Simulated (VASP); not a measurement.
Set up this calculation in VASP 6.6.1, as the native input.

| Item | Value |
| --- | --- |
| Task | single point |
| Functional | PBEsol |
| Potentials or basis | VASP PAW PBE potentials, release 64 (Ti_sv) |
| Cutoff | 520 eV |
| k mesh | 8 × 8 × 8 |
| Occupations | methfessel-paxton, width 0.1 eV |
| Spin | no spin polarisation |
| Dipole correction | no |
| Further INCAR settings | ALGO = Normal; EDIFF = 1e-06; NBANDS = 12 |

The structure of Ti lies in POSCAR:

```
Ti
1.0
    2.8422950000      0.0000000000      0.0000000000
   -0.9474316370      2.6797414353      0.0000000000
   -0.9474316370     -1.3398706547      2.3207241949
Ti
1
Direct
    0.0000000000      0.0000000000      0.0000000000
```

These files were run (other wordings do the same):

INCAR

```
PREC = Accurate ; ENCUT = 520
EDIFF = 1E-6 ; ISMEAR = 1
SIGMA = 0.1 ; LREAL = False
LASPH = True ; NELM = 100
ALGO = Normal ; ISIF = 2
LWAVE = False ; LCHARG = False
GGA = PS ; NBANDS = 12
```

KPOINTS

```
regular mesh
0
Gamma
  8 8 8
```

Potentials or basis: VASP PAW PBE potentials, release 64 (Ti_sv).

Run with:

```sh
$ cat potpaw_PBE.64/Ti_sv/POTCAR > POTCAR
$ mpirun -np 1 vasp_std > vasp.out
```

Results of the run:

```yaml
Pressure: -7.2 GPa
Band_gap_on_the_k_mesh: zero (band 6 reaches 8.75 eV, above the bottom of band 7 at 7.18 eV)
```

Caveat: the PAW data sets were made with another functional, which shifts forces and pressure a little.

Run time: 5.7 s on 1 thread of Intel Xeon 6975P-C, on a shared host, peak memory 0.13 GiB.
